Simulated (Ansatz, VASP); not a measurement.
## Ge2Br: VASP beside Ansatz

```
Ge Br
1.0
     3.19630    0.00000    0.00000
    -1.59815    2.76808    0.00000
     0.00000    0.00000   13.25795
Ge Br
2 1
Direct
  0.33333 0.66667 0.82372
  0.33333 0.66667 0.17628
  0.00000 0.00000 0.00000
```

Change from the starting cell: species swapped into the Te2W type (P-6m2, No. 187).

Alike in both runs: task relaxation of cell and atoms; functional PBE; k mesh 18 × 18 × 4; occupations gaussian, width 0.1 eV; no spin polarisation.

|  | VASP | Ansatz |
| --- | --- | --- |
| version | VASP 6.6.1 | Ansatz 0.2.0 |
| potentials or method | VASP PAW PBE potentials, release 64 (Ge_d, Br), cutoff 600 eV | scalar-relativistic, plane waves, PAW |
| valence electrons in the cell | 35 | 35 |

```csv
,VASP,Ansatz,Ansatz less VASP
"gap on the k mesh at the Fermi level, each at its own relaxed structure (eV)",none,none,-
relaxed volume (Å³/atom),39.74,40.44,+0.697
relaxed cell length with the largest relative difference (Å),12.989,13.234,+0.2454
```

A gap of «none» marks a metal or a gap that the smearing closes. Ansatz's warnings: xc potential rough in thin density.
